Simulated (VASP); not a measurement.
Set up this calculation in VASP 6.6.1, as the native input.

| Item | Value |
| --- | --- |
| Task | single point |
| Functional | PBE |
| Potentials or basis | VASP PAW PBE potentials, release 64 (B, N) |
| Cutoff | 520 eV |
| k mesh | 12 × 12 × 6 |
| Occupations | gaussian, width 0.05 eV |
| Spin | no spin polarisation |
| Dipole correction | no |
| Further INCAR settings | ALGO = Normal; EDIFF = 1e-06; NBANDS = 16 |

The structure of BN lies in POSCAR:

```
BN
1.0
    2.4581668666      0.0000000000      0.0000000000
   -1.2290834333      2.1288349532      0.0000000000
    0.0000000000      0.0000000000      4.2268550000
B N
2 2
Direct
    0.6666666667      0.3333333333      0.9997240000
    0.3333333333      0.6666666667      0.4997240000
    0.6666666667      0.3333333333      0.6252760000
    0.3333333333      0.6666666667      0.1252760000
```

This cell differs from its parent crystal: strain -0.0375 x Voigt [1, 1, 0, 0, 0, 0].

These files were run (other wordings do the same):

INCAR

```
SYSTEM = BN
ALGO     = Normal         ! electronic algorithm
EDIFF    = 1E-6           ! SCF threshold, eV
ENCUT    = 520            ! plane-wave cutoff, eV
GGA      = PE             ! functional
ISIF     = 2              ! what is computed and relaxed
ISMEAR   = 0              ! smearing method
LASPH    = .True.         ! aspherical terms in the spheres
LCHARG   = .True.         ! write CHGCAR
LELF     = .True.         ! ELF
LREAL    = .False.        ! projectors in reciprocal space
LVHAR    = .True.       
LWAVE    = .False.        ! write WAVECAR
NBANDS   = 16             ! bands
NELM     = 80             ! most SCF steps
PREC     = Accurate       ! precision mode
SIGMA    = 0.05           ! smearing width, eV
```

KPOINTS

```
k-points
0
Gamma
  12 12 6
  0 0 0
```

Potentials or basis: VASP PAW PBE potentials, release 64 (B, N).

The run is started by

```sh
$ cat potpaw_PBE.64/B/POTCAR potpaw_PBE.64/N/POTCAR > POTCAR
$ mpirun -np 1 vasp_std > vasp.out
```

It gave:

```json
{
 "Pressure": "33.8 GPa",
 "Largest force": "0.166 eV/Å",
 "Band gap on the k mesh": "4.91 eV, indirect (least direct gap 7.66 eV)"
}
```

Caveat: the cell differs from its parent crystal (strain -0.0375 x Voigt [1, 1, 0, 0, 0, 0]).

Run time: 12 s on 1 thread of Intel(R) Xeon(R) 6975P-C (Granite Rapids) (shared host), peak memory 0.14 GiB.
